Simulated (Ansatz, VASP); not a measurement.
Two plane-wave programs on Be4Cd4Te5O3

File INCAR:

```
SYSTEM = Be4Cd4Te5O3
PREC     = Accurate       ! precision mode
ENCUT    = 600            ! plane-wave cutoff, eV
EDIFF    = 1E-6           ! SCF threshold, eV
ISMEAR   = 0              ! smearing method
SIGMA    = 0.1            ! smearing width, eV
LREAL    = Auto         
LASPH    = .True.         ! aspherical terms in the spheres
NELM     = 100            ! most SCF steps
ALGO     = Normal         ! electronic algorithm
ISIF     = 3              ! what is computed and relaxed
LWAVE    = .False.        ! write WAVECAR
LCHARG   = .False.        ! write CHGCAR
GGA      = PE             ! functional
IBRION   = 2              ! ionic algorithm
NSW      = 45             ! ionic steps
EDIFFG   = -0.04          ! ionic threshold
ISYM     = 0
```

KPOINTS

```
regular mesh
0
Gamma
  3 3 3
  0 0 0
```

File POSCAR:

```
Be4Cd4Te5O3
1.0
   -0.0701582117     -0.0989153629     -7.4808029305
    4.3085203041      6.9845971266      0.1490645957
    4.2865567397     -6.9719164567     -0.0624495195
Be O Cd Te
4 3 4 5
Direct
    0.3404017942      0.8232589638      0.4550675828
    0.3982087385      0.1932973646      0.0421928072
    0.4396593658      0.8955732229      0.7733061088
    0.4642408618      0.9454392559      0.2231914947
    0.4865124598      0.0953817785      0.8661233797
    0.3417793352      0.7699642373      0.6007677686
    0.3238403660      0.9004390315      0.3280449951
    0.0528364357      0.0546817859      0.3754528554
    0.8064784831      0.9747734802      0.8224497165
    0.9059784647      0.4764990603      0.4008739890
    0.3557353687      0.4995727525      0.6400518203
    0.5514992543      0.2730521488      0.3247132829
    0.8047320855      0.8180896253      0.4370468807
    0.5945620692      0.7317021539      0.9355526702
    0.0137541209      0.3970373161      0.6872622117
    0.0693227109      0.1733974543      0.0884511735
```

Input for Ansatz:

```yaml
crystal:
  lattice:
    - [-0.0701582117, -0.0989153629, -7.4808029305]
    - [4.3085203041, 6.9845971266, 0.1490645957]
    - [4.2865567397, -6.9719164567, -0.0624495195]
  atoms:
    - { symbol: Be, position: [0.3404017942, 0.8232589638, 0.4550675828] }
    - { symbol: Be, position: [0.3982087385, 0.1932973646, 0.0421928072] }
    - { symbol: Be, position: [0.4396593658, 0.8955732229, 0.7733061088] }
    - { symbol: Be, position: [0.4642408618, 0.9454392559, 0.2231914947] }
    - { symbol: O, position: [0.4865124598, 0.0953817785, 0.8661233797] }
    - { symbol: O, position: [0.3417793352, 0.7699642373, 0.6007677686] }
    - { symbol: O, position: [0.323840366, 0.9004390315, 0.3280449951] }
    - { symbol: Cd, position: [0.0528364357, 0.0546817859, 0.3754528554] }
    - { symbol: Cd, position: [0.8064784831, 0.9747734802, 0.8224497165] }
    - { symbol: Cd, position: [0.9059784647, 0.4764990603, 0.400873989] }
    - { symbol: Cd, position: [0.3557353687, 0.4995727525, 0.6400518203] }
    - { symbol: Te, position: [0.5514992543, 0.2730521488, 0.3247132829] }
    - { symbol: Te, position: [0.8047320855, 0.8180896253, 0.4370468807] }
    - { symbol: Te, position: [0.5945620692, 0.7317021539, 0.9355526702] }
    - { symbol: Te, position: [0.0137541209, 0.3970373161, 0.6872622117] }
    - { symbol: Te, position: [0.0693227109, 0.1733974543, 0.0884511735] }
  symmetry: { detect: false }
basis:
  ecutwfc: 420
kpoints:
  mp_grid: { grid: [3, 3, 3] }
hamiltonian:
  xc: pbe
scf:
  occupations: { method: gaussian, width: 0.1 }
  lower_state_search: "off"
output:
  forces: true
  stress: true
  eigenvalues: true
relax:
  adjacent_minimum: "off"
  f_tol: 0.04
  max_steps: 25
  cell: { stress_tol: 0.3 }
```

Alike in both runs: task relaxation of cell and atoms; functional PBE; k mesh 3 × 3 × 3; occupations gaussian, width 0.1 eV; no spin polarisation.

|  | VASP | Ansatz |
| --- | --- | --- |
| version | VASP 6.6.1 | Ansatz 0.2.0 |
| potentials or method | VASP PAW PBE potentials, release 64 (Be, O, Cd, Te), cutoff 600 eV | scalar-relativistic, plane waves, PAW |
| valence electrons in the cell | 104 | 186 |

|  | VASP | Ansatz | Ansatz less VASP |
| --- | --- | --- | --- |
| gap on the k mesh at the Fermi level, each at its own relaxed structure (eV) | 1.53 | 1.54 | +0.014 |
| relaxed volume (Å³/atom) | 28.16 | 28.10 | -0.056 |
| relaxed cell length with the largest relative difference (Å) | 8.199 | 8.179 | -0.0205 |

VASP's potentials hold 104 valence electrons a cell and Ansatz's 186, so a difference there can come from the potentials and not from the codes.

Spin-orbit coupling is off throughout.
